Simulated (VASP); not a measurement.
# BN in VASP: a series of runs

The runs below take BN through relaxation of the atoms, with PBE.

Everything below comes from runs of VASP 6.6.1. Logs are shortened: lines on timing, memory, paths and dates and some standing lists are left out, and cuts for length are marked.

### Step 1. The cell of the first run

The cell holds a slab with vacuum, 6 atoms: a = 2.563 Å, b = 3.625 Å, c = 18.563 Å, α = 90.00°, β = 90.00°, γ = 90.00°.

### Step 2. Relaxation of the atoms, PBE

The input, INCAR:

```
SYSTEM = BN
PREC = Accurate ; ENCUT = 520
EDIFF = 1E-6 ; ISMEAR = -1
SIGMA = 0.02 ; LREAL = .False.
LASPH = .True. ; NELM = 100
ALGO = Normal ; ISIF = 2
LWAVE = .False. ; LCHARG = .False.
LDIPOL = .True. ; IDIPOL = 3
DIPOL = 0.5 0.5 0.500 ; GGA = PE
IBRION = 2 ; NSW = 60
EDIFFG = -0.01
```

The input, KPOINTS:

```
Automatic mesh
0
Gamma
  12 8 1
  0 0 0
```

The input, POSCAR:

```
BN
1.0
    2.5630581741      0.0000000000      0.0000000000
    0.0000000000      3.6247116310      0.0000000000
    0.0000000000      0.0000000000     18.5631000000
B N
3 3
Direct
    0.2500000000      0.1250000000      0.4309636275
    0.7500000000      0.6250000000      0.5000000000
    0.2500000000      0.1250000000      0.5690363725
    0.7500000000      0.8750000000      0.4309636275
    0.2500000000      0.3750000000      0.5000000000
    0.7500000000      0.8750000000      0.5690363725
```

Potentials or basis: VASP PAW PBE potentials, release 64 (B, N).

The run is started by

```bash
$ cat potpaw_PBE.64/B/POTCAR potpaw_PBE.64/N/POTCAR > POTCAR
$ mpirun -np 1 vasp_std > vasp.out
```

OUTCAR:

```text
SYSTEM = BN
   PREC = Accurate
   ENCUT = 520
   EDIFF = 1E-6
   ISMEAR = -1
   LREAL = .False.
   LASPH = .True.
   NELM = 100
   ISIF = 2
   GGA = PE
   IBRION = 2
   NSW = 60
   EDIFFG = -0.01

 ion  position               nearest neighbor table
   1  0.250  0.125  0.431-   5 1.57   4 1.57   4 1.57
   2  0.750  0.625  0.500-   4 1.57   6 1.57   5 1.57   5 1.57
   3  0.250  0.125  0.569-   5 1.57   6 1.57   6 1.57
   4  0.750  0.875  0.431-   2 1.57   1 1.57   1 1.57
   5  0.250  0.375  0.500-   1 1.57   3 1.57   2 1.57   2 1.57
   6  0.750  0.875  0.569-   2 1.57   3 1.57   3 1.57

  LATTYP: Found a simple orthorhombic cell.
 ALAT       =     2.5630581741
 B/A-ratio  =     1.4142135624
 C/A-ratio  =     7.2425589819

  Lattice vectors:

 A1 = (   2.5630581741,   0.0000000000,   0.0000000000)
 A2 = (   0.0000000000,   3.6247116310,   0.0000000000)
 A3 = (   0.0000000000,   0.0000000000,  18.5631000000)

Analysis of symmetry for initial positions (statically):
=====================================================================
 Subroutine PRICEL returns:
 Original cell was already a primitive cell.

 Routine SETGRP: Setting up the symmetry group for a
 simple orthorhombic supercell.

 Subroutine GETGRP returns: Found  4 space group operations
 (whereof  2 operations were pure point group operations)
 out of a pool of  8 trial point group operations.

The static configuration has the point symmetry C_1h.
 The point group associated with its full space group is C_2v.

Analysis of symmetry for dynamics (positions and initial velocities):
=====================================================================
 Subroutine PRICEL returns:
 Original cell was already a primitive cell.

 Routine SETGRP: Setting up the symmetry group for a
 simple orthorhombic supercell.

 Subroutine GETGRP returns: Found  4 space group operations
 (whereof  2 operations were pure point group operations)
 out of a pool of  8 trial point group operations.

The dynamic configuration has the point symmetry C_1h.
 The point group associated with its full space group is C_2v.

 Subroutine INISYM returns: Found  4 space group operations
 (whereof  2 operations are pure point group operations),
 and found     1 'primitive' translations

----------------------------------------------------------------------------------------

                                     Primitive cell

  volume of cell :     172.4576

  direct lattice vectors                    reciprocal lattice vectors
     2.563058174  0.000000000  0.000000000     0.390158916  0.000000000  0.000000000
     0.000000000  3.624711631  0.000000000     0.000000000  0.275884016  0.000000000
     0.000000000  0.000000000 18.563100000     0.000000000  0.000000000  0.053870313

  length of vectors
     2.563058174  3.624711631 18.563100000     0.390158916  0.275884016  0.053870313

  position of ions in fractional coordinates (direct lattice)
     0.250000000  0.125000000  0.430963627
     0.750000000  0.625000000  0.500000000
     0.250000000  0.125000000  0.569036373
     0.750000000  0.875000000  0.430963627
     0.250000000  0.375000000  0.500000000
     0.750000000  0.875000000  0.569036373

  ion indices of the primitive-cell ions
   primitive index   ion index
                 1           1
                 2           2
                 3           3
                 4           4
                 5           5
                 6           6

----------------------------------------------------------------------------------------

 KPOINTS: Automatic mesh

Automatic generation of k-mesh.
 Grid dimensions read from file:
 generate k-points for:   12    8    1

 Generating k-lattice:

  Cartesian coordinates                     Fractional coordinates (reciprocal lattice)
     0.032513243  0.000000000  0.000000000     0.083333333  0.000000000  0.000000000
     0.000000000  0.034485502  0.000000000     0.000000000  0.125000000  0.000000000
     0.000000000  0.000000000  0.053870313     0.000000000  0.000000000  1.000000000

  Length of vectors
     0.032513243  0.034485502  0.053870313

  Shift w.r.t. Gamma in fractional coordinates (k-lattice)
     0.000000000  0.000000000  0.000000000

 Subroutine IBZKPT returns following result:
 ===========================================

 Found     35 irreducible k-points:

 Following reciprocal coordinates:
            Coordinates               Weight
  0.000000  0.000000  0.000000      1.000000
  0.083333  0.000000  0.000000      2.000000
  0.166667  0.000000  0.000000      2.000000
  0.250000  0.000000  0.000000      2.000000
  0.333333  0.000000  0.000000      2.000000
  0.416667  0.000000  0.000000      2.000000
[... 16 lines left out ...]
  0.083333  0.375000  0.000000      4.000000
  0.166667  0.375000  0.000000      4.000000
 [... further k-points ...]
   k-points           NKPTS =     35   k-points in BZ     NKDIM =     35   number of bands    NBANDS=     16
   number of dos      NEDOS =    301   number of ions     NIONS =      6
   total plane-waves  NPLWV =  78400
   dimension x,y,z NGX =    20 NGY =   28 NGZ =  140
   dimension x,y,z NGXF=    40 NGYF=   56 NGZF=  280
   ions per type =               3   3
   NGX,Y,Z   is equivalent  to a cutoff of  12.97, 12.84, 12.54 a.u.
   NGXF,Y,Z  is equivalent  to a cutoff of  25.94, 25.68, 25.08 a.u.
 SYSTEM =  BN
   PREC   = accura    normal or accurate (medium, high low for compatibility)
   ISTART =      0    job   : 0-new  1-cont  2-samecut
   ICHARG =      2    charge: 1-file 2-atom 10-const
   ISPIN  =      1    spin polarized calculation?
   LNONCOLLINEAR =      F non collinear calculations
   LSORBIT =      F    spin-orbit coupling
   LASPH  =      T    aspherical Exc in radial PAW
   ENCUT  =  520.0 eV  38.22 Ry    6.18 a.u.   4.77  6.74 34.52*2*pi/ulx,y,z
   NELM   =    100;   NELMIN=  2; NELMDL= -5     # of ELM steps
   EDIFF  = 0.1E-05   stopping-criterion for ELM
   LREAL  =      F    real-space projection
   EDIFFG = -.1E-01   stopping-criterion for IOM
   NSW    =     60    number of steps for IOM
   IBRION =      2    ionic relax: 0-MD 1-quasi-New 2-CG
   NFREE  =      1    steps in history (QN), initial steepest desc. (CG)
   ISIF   =      2    stress and relaxation
   ISYM   =      2    0-nonsym 1-usesym 2-fastsym
   POTIM  = 0.5000    time-step for ionic-motion
   TEBEG  =    0.0;   TEEND  =   0.0 temperature during run
   PSTRESS=    0.0 pullay stress
   NELECT =      24.0000    total number of electrons
   NUPDOWN=      -1.0000    fix difference up-down
   EMIN   =  10.00;   EMAX   =-10.00  energy-range for DOS
   EFERMI =   0.00;   METHOD = LEGACY
   ISMEAR =    -1;   SIGMA  =   0.02  broadening in eV -4-tet -1-fermi 0-gaus
   EFERMI_NEDOS =   21; number of points for ismear=-14 and -15
   IALGO  =     38    algorithm
   IMIX   =      4    mixing-type and parameters
     AMIX     =   0.40;   BMIX     =  1.00
     AMIX_MAG =   1.60;   BMIX_MAG =  1.00
  volume/ion in A,a.u.               =      28.74       193.97
  Fermi-wavevector in a.u.,A,eV,Ry     =   0.848368  1.603184  9.792505  0.719729
  Thomas-Fermi vector in A             =   1.964021
   LORBIT       =      0    0 simple, 1 ext, 2 COOP (PROOUT), +10 PAW based schemes
   GGA     = PE    functional components
   LHFCALC =     F    Hartree Fock is set to
   AEXX    =    0.0000 exact exchange contribution
   IVDW    =     0    specifies the selected vdW correction
   LEPSILON=     F    determine dielectric tensor
   LRPA    =     F    only Hartree local field effects (RPA)
 conjugate gradient relaxation of ions
 non-spin polarized calculation
  energy-cutoff  :      520.00
  volume of cell :      172.46
 maximum number of plane-waves:      4680
 NGX is ok and might be reduce to    20
   NGX =  9   NGY = 13   NGZ = 69

--------------------------------------- Ionic step        1  -------------------------------------------

 number of electron      24.0000000 magnetization

 Free energy of the ion-electron system (eV)
  ---------------------------------------------------
  ext. energy  EPLUGINS =         0.00000000
  ---------------------------------------------------
  free energy    TOTEN  =       -46.88775381 eV

  energy without entropy =      -46.88775381  energy(sigma->0) =      -46.88775381

------------------------ aborting loop because EDIFF is reached ----------------------------------------

  FORCE on cell =-STRESS in cart. coord.  units (eV):
  Direction    XX          YY          ZZ          XY          YZ          ZX
  --------------------------------------------------------------------------------------
  -------------------------------------------------------------------------------------
  Total       -5.7745819     -8.6967980     -3.0710621      0.0000000      0.0000000      0.0000000
  in kB      -53.6474026    -80.7955676    -28.5309845      0.0000000      0.0000000      0.0000000
  external PRESSURE =     -54.3246516 kB  Pullay stress =       0.0000000 kB
[... 101 lines left out ...]
  FREE ENERGIE OF THE ION-ELECTRON SYSTEM (eV)
  ---------------------------------------------------
  free  energy   TOTEN  =       -48.7310349700 eV

  energy  without entropy=      -48.7310349684  energy(sigma->0) =      -48.73103497

[... ionic steps 4 to 10 ...]

--------------------------------------- Ionic step       11  -------------------------------------------

 number of electron      24.0000000 magnetization

 dipolmoment           0.000000      0.000000     -0.000000 electrons x Angstroem

------------------------ aborting loop because EDIFF is reached ----------------------------------------

  FORCE on cell =-STRESS in cart. coord.  units (eV):
  Direction    XX          YY          ZZ          XY          YZ          ZX
  --------------------------------------------------------------------------------------
  -------------------------------------------------------------------------------------
  Total       -3.3952341     -0.3947657     -0.0505542      0.0000000      0.0000000      0.0000000
  in kB      -31.5426282     -3.6674787     -0.4696623      0.0000000      0.0000000      0.0000000
  external PRESSURE =     -11.8932564 kB  Pullay stress =       0.0000000 kB
[... 65 lines left out ...]
  energy  without entropy=      -48.8423070211  energy(sigma->0) =      -48.84230706

--------------------------------------- Ionic step       13  -------------------------------------------

 number of electron      24.0000000 magnetization

 dipolmoment           0.000000      0.000000      0.000000 electrons x Angstroem

 Free energy of the ion-electron system (eV)
  ---------------------------------------------------
  ext. energy  EPLUGINS =         0.00000000
  ---------------------------------------------------
  free energy    TOTEN  =       -48.84231353 eV

  energy without entropy =      -48.84231346  energy(sigma->0) =      -48.84231349

 E-fermi :  -3.0807     XC(G=0):  -3.5596

 val. band max:       -3.3215686590   @ k =   0.0000   0.5000   0.0000
 cond. band min:      -2.8430862353   @ k =   0.5000   0.0000   0.0000
 fundamental gap:      0.4784824236
 Fermi energy:        -3.0807167909

 k-point     1 :       0.0000    0.0000    0.0000
  band No.  band energies     occupation
      1     -23.0112      2.00000
      2     -19.4935      2.00000
      3     -18.2583      2.00000
      4     -11.9778      2.00000
      5      -9.8126      2.00000
      6      -9.3971      2.00000
[... 8 lines left out ...]
     15       2.2436      0.00000
     16       2.9771      0.00000
[... 420 lines left out ...]
  band No.  band energies     occupation
      1     -21.6168      2.00000
      2     -19.8925      2.00000
      3     -18.9177      2.00000
      4     -11.8085      2.00000
      5     -11.3346      2.00000
      6      -9.4331      2.00000
[... 8 lines left out ...]
     15       4.2284      0.00000
     16       4.9231      0.00000

 [... further k-points ...]

------------------------ aborting loop because EDIFF is reached ----------------------------------------

 vacuum level on the upper side and lower side of the slab       (xc-potential included)        -0.127        -0.127

  FORCE on cell =-STRESS in cart. coord.  units (eV):
  Direction    XX          YY          ZZ          XY          YZ          ZX
  --------------------------------------------------------------------------------------
  -------------------------------------------------------------------------------------
  Total       -3.3674092     -0.3844680     -0.0438954      0.0000000      0.0000000      0.0000000
  in kB      -31.2841274     -3.5718098     -0.4078003      0.0000000      0.0000000      0.0000000
  external PRESSURE =     -11.7545792 kB  Pullay stress =       0.0000000 kB

 VOLUME and BASIS-vectors are now :
 -----------------------------------------------------------------------------
  energy-cutoff  :      520.00
  volume of cell :      172.46
      direct lattice vectors                 reciprocal lattice vectors
     2.563058174  0.000000000  0.000000000     0.390158916  0.000000000  0.000000000
     0.000000000  3.624711631  0.000000000     0.000000000  0.275884016  0.000000000
     0.000000000  0.000000000 18.563100000     0.000000000  0.000000000  0.053870313
[... 12 lines left out ...]
  FREE ENERGIE OF THE ION-ELECTRON SYSTEM (eV)
  ---------------------------------------------------
  free  energy   TOTEN  =       -48.8423135317 eV

  energy  without entropy=      -48.8423134559  energy(sigma->0) =      -48.84231349

 reached required accuracy - stopping structural energy minimisation

 vacuum level on the upper side and lower side of the slab         2.814         2.814
```

Wall time 11 min (1 thread of Intel Xeon Platinum 8259CL at 2.50GHz (Skylake/Cascade Lake), shared host); peak memory 0.31 GiB.

What came out:

- Free energy: -48.8423 eV
- Energy gained by relaxing: 325.8 meV/atom
- Ionic steps: 13
- Largest force after relaxing: 0.007 eV/Å
- Band gap on the k mesh: 0.48 eV (least direct gap 0.67 eV)

Forces on the atoms (eV/Å):
```
B    0.000  0.004  0.001
B    0.000 -0.003  0.000
B    0.000  0.004 -0.001
N    0.000 -0.007 -0.003
N    0.000  0.007  0.000
N    0.000 -0.007  0.003
```

The path:
```csv
step,energy change (eV),largest force (eV/Å),pressure (GPa)
1,0.0000,6.2282,-5.43
2,-1.2396,3.2923,0.36
3,-1.8433,1.3132,-1.99
4,-1.8443,1.3117,-2.09
5,-1.9216,0.7411,-2.14
6,-1.9255,0.5779,-2.14
7,-1.9486,0.3161,-1.52
8,-1.9486,0.3158,-1.52
9,-1.9540,0.1348,-1.11
10,-1.9543,0.0833,-1.19
11,-1.9545,0.0340,-1.19
12,-1.9546,0.0126,-1.19
13,-1.9546,0.0072,-1.18
```

Final structure:
```
CELL_PARAMETERS angstrom
2.56306 0.00000 0.00000
0.00000 3.62471 0.00000
0.00000 0.00000 18.56310
ATOMIC_POSITIONS crystal
B 0.25000 0.08432 0.44022
B 0.75000 0.63432 0.50000
B 0.25000 0.08432 0.55978
N 0.75000 0.90160 0.42929
N 0.25000 0.39384 0.50000
N 0.75000 0.90160 0.57071
```

### Step 3. Relaxation of the atoms, PBE

The input, INCAR:

```
PREC = Accurate
ENCUT = 520
EDIFF = 1E-6
ISMEAR = -1
SIGMA = 0.02
LREAL = F
LASPH = T
NELM = 80
ALGO = Normal
ISIF = 2
LWAVE = F
LCHARG = F
LDIPOL = T
IDIPOL = 3
DIPOL = 0.5 0.5 0.500
GGA = PE
IBRION = 2
NSW = 32
EDIFFG = -0.01
```

The input, KPOINTS:

```
regular mesh
0
Gamma
  12 8 1
```

The input, POSCAR:

```
BN
1.0
    2.5630581741      0.0000000000      0.0000000000
    0.0000000000      3.6247116310      0.0000000000
    0.0000000000      0.0000000000     18.5631000000
B N
3 3
Direct
    0.2500000000      0.0843064563      0.4402900143
    0.7500000000      0.6344127657      0.4999999856
    0.2500000000      0.0843065516      0.5597099608
    0.7500000000      0.9015453098      0.4292829434
    0.2500000000      0.3938833935      0.5000000186
    0.7500000000      0.9015455231      0.5707170773
```

Potentials or basis: VASP PAW PBE potentials, release 64 (B, N).

The run is started by

```bash
$ cat potpaw_PBE.64/B/POTCAR potpaw_PBE.64/N/POTCAR > POTCAR
$ mpirun -np 1 vasp_std > vasp.out
```

Wall time 4.8 min (1 thread of Oxide Virtual Turin-like, shared host); peak memory 0.28 GiB.

The run converged. Its results:

| Item | Value |
| --- | --- |
| Free energy | -48.8423 eV |
| Energy gained by relaxing | 0.0 meV/atom |
| Ionic steps | 3 |
| Largest force after relaxing | 0.007 eV/Å |
| Band gap on the k mesh | 0.48 eV (least direct gap 0.67 eV) |

Forces in eV/Å, atoms in the order of the input:
```
B    0.000  0.003 -0.002
B    0.000  0.000  0.000
B    0.000  0.003  0.002
N    0.000  0.001 -0.006
N    0.000 -0.007  0.000
N    0.000  0.001  0.006
```

Final structure:
```yaml
crystal:
  lattice:
    - [2.56306, 0.00000, 0.00000]
    - [0.00000, 3.62471, 0.00000]
    - [0.00000, 0.00000, 18.56310]
  atoms:
    - { symbol: B, position: [0.25000, 0.08434, 0.44023] }
    - { symbol: B, position: [0.75000, 0.63433, 0.50000] }
    - { symbol: B, position: [0.25000, 0.08434, 0.55977] }
    - { symbol: N, position: [0.75000, 0.90154, 0.42930] }
    - { symbol: N, position: [0.25000, 0.39393, 0.50000] }
    - { symbol: N, position: [0.75000, 0.90154, 0.57070] }
```

Levels at points of the mesh, in eV from the valence-band top:
```tsv
k point	band 10	band 11	band 12	band 13	band 14	band 15
(0.00, 0.00, 0.00)	-1.86	-1.62	-0.51	3.61	5.11	5.55
(0.50, 0.00, 0.00)	-3.54	-1.99	-0.19	0.48	4.31	6.74
(0.00, 0.50, 0.00)	-3.02	-1.76	0.00	3.60	4.99	7.08
(0.50, 0.50, 0.00)	-4.14	-1.15	-0.13	2.24	4.65	8.43
```
